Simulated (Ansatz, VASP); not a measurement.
One calculation of SiNi, two programs

```
Ni Si
1.0
     0.00000    2.10440    2.10440
     2.10440    0.00000    2.10440
     2.10440    2.10440    0.00000
Ni Si
1 1
Direct
  0.00000 0.00000 0.00000
  0.50000 0.50000 0.50000
```

Change from the starting cell: volume scaled by 0.7, to set the pressure.

Alike in both runs: task single point; functional PBE; k mesh 16 × 16 × 16; occupations fermi-dirac, width 0.08 eV; no spin polarisation.

|  | VASP | Ansatz |
| --- | --- | --- |
| version | VASP 6.6.1 | Ansatz 0.2.0 |
| potentials or method | VASP PAW PBE potentials, release 64 (Ni, Si) | PAW with Ansatz's default frozen-core files, scalar-relativistic |
| plane-wave cutoff (eV) | 520 | 420 |
| valence electrons in the cell | 14 | 22 |

Ansatz gave:

* pressure (GPa): 110.7

**Question.** Which values does VASP return?

**Answer.** Pressure (GPa): 110.6.

Both programs put the cell under a high pressure, so it lies far from rest at this level. VASP's potentials hold 14 valence electrons a cell and Ansatz's 22, so a difference there can come from the potentials and not from the codes.

Noted on VASP's run: the cell as given lies far from equilibrium.
